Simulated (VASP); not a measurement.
A run of VASP 6.6.1 is set up as follows.

Contents of INCAR:

```
PREC     = Accurate       # precision mode
ENCUT    = 520            # plane-wave cutoff, eV
EDIFF    = 1E-8           # SCF threshold, eV
ISMEAR   = -1             # smearing method
SIGMA    = 0.15           # smearing width, eV
LREAL    = False          # projectors in reciprocal space
LASPH    = True           # aspherical terms in the spheres
NELM     = 60             # most SCF steps
ALGO     = Fast           # electronic algorithm
ISIF     = 2              # what is computed and relaxed
LWAVE    = False          # write WAVECAR
LCHARG   = False          # write CHGCAR
IBRION   = 8              # ionic algorithm
NSW      = 1              # ionic steps
```

Contents of KPOINTS:

```
Automatic mesh
0
Gamma
  12 12 12
```

File POSCAR:

```
CdAg
1.0
    3.2645240345      0.0000000000      0.0000000000
    0.0000000000      3.2645240345      0.0000000000
    0.0000000000      0.0000000000      3.2645240345
Cd Ag
1 1
Direct
    0.5000000000      0.5000000000      0.5000000000
    0.0000000000      0.0000000000      0.0000000000
```

Potentials or basis: VASP PAW LDA potentials, release 64 (Cd, Ag).

Command:

```bash
$ cat potpaw_LDA.64/Cd/POTCAR potpaw_LDA.64/Ag/POTCAR > POTCAR
$ mpirun -np 1 vasp_std > vasp.out
```

(1) Estimate the highest phonon frequency at Γ.

Results:

(1) 147 cm⁻¹.
